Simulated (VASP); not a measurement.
# CO (P2_13) in VASP: further runs

The runs below take CO through single point, relaxation of cell and atoms, with PBEsol.

Everything below comes from runs of VASP 6.6.1. Logs are shortened: lines on timing, memory, paths and dates and some standing lists are left out, and cuts for length are marked.

### 1 The cell of the first run

Symmetry: P2_13, No. 198, cubic system. The conventional cell has a = 5.630 Å, b = 5.630 Å, c = 5.630 Å, α = 90.00°, β = 90.00°, γ = 90.00°. C (site symmetry 3) has 1 O at 1.06 Å within 1.4 Å. O (site symmetry 3) has 1 C at 1.06 Å within 1.4 Å.

### 2 Single point, PBEsol

INCAR

```
PREC     = Accurate       # precision mode
ENCUT    = 520            # plane-wave cutoff, eV
EDIFF    = 1E-6           # SCF threshold, eV
ISMEAR   = 0              # smearing method
SIGMA    = 0.1            # smearing width, eV
LREAL    = False          # projectors in reciprocal space
LASPH    = True           # aspherical terms in the spheres
NELM     = 60             # most SCF steps
ALGO     = Normal         # electronic algorithm
ISIF     = 2              # what is computed and relaxed
LWAVE    = False          # write WAVECAR
LCHARG   = True           # write CHGCAR
GGA      = PS             # functional
LELF     = True           # ELF
LVHAR    = True         
NBANDS   = 30             # bands
```

KPOINTS

```
Automatic mesh
0
Gamma
  4 4 4
```

POSCAR

```
CO
1.0
    5.6300000000      0.0000000000      0.0000000000
    0.0000000000      5.6300000000      0.0000000000
    0.0000000000      0.0000000000      5.6300000000
C O
4 4
Direct
    0.9580000000      0.9580000000      0.9580000000
    0.5420000000      0.0420000000      0.4580000000
    0.4580000000      0.5420000000      0.0420000000
    0.0420000000      0.4580000000      0.5420000000
    0.0670000000      0.0670000000      0.0670000000
    0.4330000000      0.9330000000      0.5670000000
    0.5670000000      0.4330000000      0.9330000000
    0.9330000000      0.5670000000      0.4330000000
```

Potentials or basis: VASP PAW PBE potentials, release 64 (C, O).

Launch:

```
$ cat potpaw_PBE.64/C/POTCAR potpaw_PBE.64/O/POTCAR > POTCAR
$ mpirun -np 1 vasp_std > vasp.out
```

OUTCAR:

```text
PREC = Accurate
   ENCUT = 520
   EDIFF = 1E-6
   ISMEAR = 0
   LREAL = False
   LASPH = True
   NELM = 60
   ISIF = 2
   GGA = PS

 ion  position               nearest neighbor table
   1  0.958  0.958  0.958-   5 1.06
   2  0.542  0.042  0.458-   6 1.06
   3  0.458  0.542  0.042-   7 1.06
   4  0.042  0.458  0.542-   8 1.06
   5  0.067  0.067  0.067-   1 1.06
   6  0.433  0.933  0.567-   2 1.06
   7  0.567  0.433  0.933-   3 1.06
   8  0.933  0.567  0.433-   4 1.06

  LATTYP: Found a simple cubic cell.
 ALAT       =     5.6300000000

  Lattice vectors:

 A1 = (   5.6300000000,   0.0000000000,   0.0000000000)
 A2 = (   0.0000000000,   5.6300000000,   0.0000000000)
 A3 = (   0.0000000000,   0.0000000000,   5.6300000000)

Analysis of symmetry for initial positions (statically):
=====================================================================
 Subroutine PRICEL returns:
 Original cell was already a primitive cell.

 Routine SETGRP: Setting up the symmetry group for a
 simple cubic supercell.

 Subroutine GETGRP returns: Found 12 space group operations
 (whereof  3 operations were pure point group operations)
 out of a pool of 48 trial point group operations.

The static configuration has the point symmetry C_3 .
 The point group associated with its full space group is T   .

Analysis of symmetry for dynamics (positions and initial velocities):
=====================================================================
 Subroutine PRICEL returns:
 Original cell was already a primitive cell.

 Routine SETGRP: Setting up the symmetry group for a
 simple cubic supercell.

 Subroutine GETGRP returns: Found 12 space group operations
 (whereof  3 operations were pure point group operations)
 out of a pool of 48 trial point group operations.

The dynamic configuration has the point symmetry C_3 .
 The point group associated with its full space group is T   .

 Subroutine INISYM returns: Found 12 space group operations
 (whereof  3 operations are pure point group operations),
 and found     1 'primitive' translations

----------------------------------------------------------------------------------------

                                     Primitive cell

  volume of cell :     178.4535

  direct lattice vectors                    reciprocal lattice vectors
     5.630000000  0.000000000  0.000000000     0.177619893  0.000000000  0.000000000
     0.000000000  5.630000000  0.000000000     0.000000000  0.177619893  0.000000000
     0.000000000  0.000000000  5.630000000     0.000000000  0.000000000  0.177619893

  length of vectors
     5.630000000  5.630000000  5.630000000     0.177619893  0.177619893  0.177619893

  position of ions in fractional coordinates (direct lattice)
     0.958000000  0.958000000  0.958000000
     0.542000000  0.042000000  0.458000000
     0.458000000  0.542000000  0.042000000
     0.042000000  0.458000000  0.542000000
     0.067000000  0.067000000  0.067000000
     0.433000000  0.933000000  0.567000000
     0.567000000  0.433000000  0.933000000
     0.933000000  0.567000000  0.433000000

  ion indices of the primitive-cell ions
   primitive index   ion index
                 1           1
                 2           2
                 3           3
                 4           4
                 5           5
                 6           6
                 7           7
                 8           8

----------------------------------------------------------------------------------------

 KPOINTS: Automatic mesh

Automatic generation of k-mesh.
 Grid dimensions read from file:
 generate k-points for:    4    4    4

 Generating k-lattice:

  Cartesian coordinates                     Fractional coordinates (reciprocal lattice)
     0.044404973  0.000000000  0.000000000     0.250000000  0.000000000  0.000000000
     0.000000000  0.044404973  0.000000000     0.000000000  0.250000000  0.000000000
     0.000000000  0.000000000  0.044404973     0.000000000  0.000000000  0.250000000

  Length of vectors
     0.044404973  0.044404973  0.044404973

  Shift w.r.t. Gamma in fractional coordinates (k-lattice)
     0.000000000  0.000000000  0.000000000

 Subroutine IBZKPT returns following result:
 ===========================================

 Found     11 irreducible k-points:

 Following reciprocal coordinates:
            Coordinates               Weight
  0.000000  0.000000  0.000000      1.000000
  0.250000  0.000000  0.000000      6.000000
  0.500000  0.000000  0.000000      3.000000
  0.250000  0.250000  0.000000     12.000000
  0.500000  0.250000  0.000000      6.000000
 -0.250000  0.500000  0.000000      6.000000
  0.500000  0.500000  0.000000      3.000000
  0.250000  0.250000  0.250000      8.000000
  0.500000  0.250000  0.250000     12.000000
  0.500000  0.500000  0.250000      6.000000
  0.500000  0.500000  0.500000      1.000000
   k-points           NKPTS =     11   k-points in BZ     NKDIM =     11   number of bands    NBANDS=     30
   number of dos      NEDOS =    301   number of ions     NIONS =      8
   total plane-waves  NPLWV =  74088
   dimension x,y,z NGX =    42 NGY =   42 NGZ =   42
   dimension x,y,z NGXF=    84 NGYF=   84 NGZF=   84
   ions per type =               4   4
   NGX,Y,Z   is equivalent  to a cutoff of  12.40, 12.40, 12.40 a.u.
   NGXF,Y,Z  is equivalent  to a cutoff of  24.80, 24.80, 24.80 a.u.
 SYSTEM =  unknown system
   PREC   = accura    normal or accurate (medium, high low for compatibility)
   ISTART =      0    job   : 0-new  1-cont  2-samecut
   ICHARG =      2    charge: 1-file 2-atom 10-const
   ISPIN  =      1    spin polarized calculation?
   LNONCOLLINEAR =      F non collinear calculations
   LSORBIT =      F    spin-orbit coupling
   LASPH  =      T    aspherical Exc in radial PAW
   ENCUT  =  520.0 eV  38.22 Ry    6.18 a.u.  10.47 10.47 10.47*2*pi/ulx,y,z
   NELM   =     60;   NELMIN=  2; NELMDL= -5     # of ELM steps
   EDIFF  = 0.1E-05   stopping-criterion for ELM
   LREAL  =      F    real-space projection
   EDIFFG = 0.1E-04   stopping-criterion for IOM
   NSW    =      0    number of steps for IOM
   IBRION =     -1    ionic relax: 0-MD 1-quasi-New 2-CG
   NFREE  =      0    steps in history (QN), initial steepest desc. (CG)
   ISIF   =      2    stress and relaxation
   ISYM   =      2    0-nonsym 1-usesym 2-fastsym
   POTIM  = 0.5000    time-step for ionic-motion
   TEBEG  =    0.0;   TEEND  =   0.0 temperature during run
   PSTRESS=    0.0 pullay stress
   NELECT =      40.0000    total number of electrons
   NUPDOWN=      -1.0000    fix difference up-down
   EMIN   =  10.00;   EMAX   =-10.00  energy-range for DOS
   EFERMI =   0.00;   METHOD = LEGACY
   ISMEAR =     0;   SIGMA  =   0.10  broadening in eV -4-tet -1-fermi 0-gaus
   EFERMI_NEDOS =   21; number of points for ismear=-14 and -15
   IALGO  =     38    algorithm
   IMIX   =      4    mixing-type and parameters
     AMIX     =   0.40;   BMIX     =  1.00
     AMIX_MAG =   1.60;   BMIX_MAG =  1.00
  volume/ion in A,a.u.               =      22.31       150.53
  Fermi-wavevector in a.u.,A,eV,Ry     =   0.994458  1.879253 13.455436  0.988947
  Thomas-Fermi vector in A             =   2.126411
   LORBIT       =      0    0 simple, 1 ext, 2 COOP (PROOUT), +10 PAW based schemes
   GGA     = PS    functional components
   LHFCALC =     F    Hartree Fock is set to
   AEXX    =    0.0000 exact exchange contribution
   IVDW    =     0    specifies the selected vdW correction
   LEPSILON=     F    determine dielectric tensor
   LRPA    =     F    only Hartree local field effects (RPA)
 non-spin polarized calculation
 Gauss-broadening in eV      SIGMA  =   0.10
  energy-cutoff  :      520.00
  volume of cell :      178.45
 maximum number of plane-waves:      4828
 NGX is ok and might be reduce to    42
   NGX = 21   NGY = 21   NGZ = 21

 number of electron      40.0000033 magnetization

 Free energy of the ion-electron system (eV)
  ---------------------------------------------------
  ext. energy  EPLUGINS =         0.00000000
  ---------------------------------------------------
  free energy    TOTEN  =       -59.01178568 eV

  energy without entropy =      -59.01178568  energy(sigma->0) =      -59.01178568

 E-fermi :  -4.5753     XC(G=0):  -6.4821

 val. band max:       -5.0253331323   @ k =   0.2500   0.0000   0.0000
 cond. band min:       1.3456691227   @ k =   0.2500   0.0000   0.0000
 fundamental gap:      6.3710022550
 Fermi energy:        -4.5753243884

 k-point     1 :       0.0000    0.0000    0.0000
  band No.  band energies     occupation
      1     -26.9005      2.00000
      2     -26.8579      2.00000
      3     -26.8579      2.00000
      4     -26.8579      2.00000
      5     -10.5184      2.00000
      6     -10.5184      2.00000
[... 22 lines left out ...]
     29       5.0766      0.00000
     30       7.0337      0.00000

 k-point     2 :       0.2500    0.0000    0.0000
  band No.  band energies     occupation
      1     -26.8951      2.00000
      2     -26.8669      2.00000
      3     -26.8572      2.00000
      4     -26.8552      2.00000
      5     -10.5242      2.00000
      6     -10.5174      2.00000
[... 22 lines left out ...]
     29       5.1316      0.00000
     30       6.1305      0.00000

 k-point     3 :       0.5000    0.0000    0.0000
  band No.  band energies     occupation
      1     -26.8815      2.00000
      2     -26.8815      2.00000
      3     -26.8559      2.00000
      4     -26.8559      2.00000
      5     -10.5193      2.00000
      6     -10.5193      2.00000
[... 22 lines left out ...]
     29       5.4638      0.00000
     30       5.4638      0.00000

 k-point     4 :       0.2500    0.2500    0.0000
  band No.  band energies     occupation
      1     -26.8902      2.00000
      2     -26.8688      2.00000
      3     -26.8595      2.00000
      4     -26.8556      2.00000
      5     -10.5246      2.00000
      6     -10.5099      2.00000
[... 22 lines left out ...]
     29       5.1959      0.00000
     30       5.9055      0.00000

 k-point     5 :       0.5000    0.2500    0.0000
  band No.  band energies     occupation
      1     -26.8789      2.00000
      2     -26.8789      2.00000
      3     -26.8582      2.00000
      4     -26.8582      2.00000
      5     -10.5164      2.00000
      6     -10.5164      2.00000
[... 22 lines left out ...]
     29       5.4778      0.00000
     30       5.4778      0.00000

 k-point     6 :      -0.2500    0.5000    0.0000
  band No.  band energies     occupation
      1     -26.8789      2.00000
      2     -26.8789      2.00000
      3     -26.8582      2.00000
      4     -26.8582      2.00000
      5     -10.5162      2.00000
      6     -10.5162      2.00000
[... 22 lines left out ...]
     29       5.4804      0.00000
     30       5.4804      0.00000

 k-point     7 :       0.5000    0.5000    0.0000
  band No.  band energies     occupation
      1     -26.8757      2.00000
      2     -26.8757      2.00000
      3     -26.8615      2.00000
      4     -26.8615      2.00000
      5     -10.5113      2.00000
      6     -10.5113      2.00000
[... 22 lines left out ...]
     29       5.5048      0.00000
     30       5.5048      0.00000

 k-point     8 :       0.2500    0.2500    0.2500
  band No.  band energies     occupation
      1     -26.8861      2.00000
      2     -26.8693      2.00000
      3     -26.8616      2.00000
      4     -26.8569      2.00000
      5     -10.5249      2.00000
      6     -10.5062      2.00000
[... 22 lines left out ...]
     29       5.2815      0.00000
     30       5.8240      0.00000

 k-point     9 :       0.5000    0.2500    0.2500
  band No.  band energies     occupation
      1     -26.8766      2.00000
      2     -26.8766      2.00000
      3     -26.8604      2.00000
      4     -26.8604      2.00000
      5     -10.5169      2.00000
      6     -10.5169      2.00000
[... 22 lines left out ...]
     29       5.5570      0.00000
     30       5.5570      0.00000

 k-point    10 :       0.5000    0.5000    0.2500
  band No.  band energies     occupation
      1     -26.8735      2.00000
      2     -26.8735      2.00000
      3     -26.8634      2.00000
      4     -26.8634      2.00000
      5     -10.5149      2.00000
      6     -10.5149      2.00000
[... 22 lines left out ...]
     29       5.6702      0.00000
     30       5.6702      0.00000

 k-point    11 :       0.5000    0.5000    0.5000
  band No.  band energies     occupation
      1     -26.8684      2.00000
      2     -26.8684      2.00000
      3     -26.8684      2.00000
      4     -26.8684      2.00000
      5     -10.5103      2.00000
      6     -10.5103      2.00000
[... 22 lines left out ...]
     29       6.1176      0.00000
     30       6.1176      0.00000

------------------------ aborting loop because EDIFF is reached ----------------------------------------

  FORCE on cell =-STRESS in cart. coord.  units (eV):
  Direction    XX          YY          ZZ          XY          YZ          ZX
  --------------------------------------------------------------------------------------
  -------------------------------------------------------------------------------------
  Total       17.0933818     17.0933818     17.0933818      0.0000000      0.0000000      0.0000000
  in kB      153.4664299    153.4664299    153.4664299      0.0000000      0.0000000      0.0000000
  external PRESSURE =     153.4664299 kB  Pullay stress =       0.0000000 kB

 VOLUME and BASIS-vectors are now :
 -----------------------------------------------------------------------------
  energy-cutoff  :      520.00
  volume of cell :      178.45
      direct lattice vectors                 reciprocal lattice vectors
     5.630000000  0.000000000  0.000000000     0.177619893  0.000000000  0.000000000
     0.000000000  5.630000000  0.000000000     0.000000000  0.177619893  0.000000000
     0.000000000  0.000000000  5.630000000     0.000000000  0.000000000  0.177619893

 POSITION                                       TOTAL-FORCE (eV/Angst)
 -----------------------------------------------------------------------------------
      5.39354      5.39354      5.39354        -6.932654     -6.932654     -6.932654
      3.05146      0.23646      2.57854         6.932654      6.932654     -6.932654
      2.57854      3.05146      0.23646        -6.932654      6.932654      6.932654
      0.23646      2.57854      3.05146         6.932654     -6.932654      6.932654
      0.37721      0.37721      0.37721         6.934033      6.934033      6.934033
      2.43779      5.25279      3.19221        -6.934033     -6.934033      6.934033
      3.19221      2.43779      5.25279         6.934033     -6.934033     -6.934033
      5.25279      3.19221      2.43779        -6.934033      6.934033     -6.934033
 -----------------------------------------------------------------------------------
    total drift:                               -0.000000     -0.000000      0.000000

  FREE ENERGIE OF THE ION-ELECTRON SYSTEM (eV)
  ---------------------------------------------------
  free  energy   TOTEN  =       -59.0117856847 eV

  energy  without entropy=      -59.0117856847  energy(sigma->0) =      -59.01178568
```

Wall time 29 s (1 thread of AMD EPYC 9R45 (Zen 5), shared host); peak memory 0.22 GiB.

What came out:

- Free energy: -59.0118 eV
- Pressure: 15.3 GPa
- Largest force: 12.010 eV/Å
- Band gap on the k mesh: 6.37 eV

Forces on the atoms (eV/Å):
```
C   -6.933 -6.933 -6.933
C    6.933  6.933 -6.933
C   -6.933  6.933  6.933
C    6.933 -6.933  6.933
O    6.934  6.934  6.934
O   -6.934 -6.934  6.934
O    6.934 -6.934 -6.934
O   -6.934  6.934 -6.934
```

Caveat: the cell stands under pressure; this functional lacks dispersion, which holds the molecules together, so the pressure and a relaxed volume are unreliable; the PAW data sets were made with another functional, which shifts forces and pressure a little. Expect the measured gap to be larger: semilocal functionals such as PBEsol lack the derivative discontinuity.

[end of part 1 of 3]
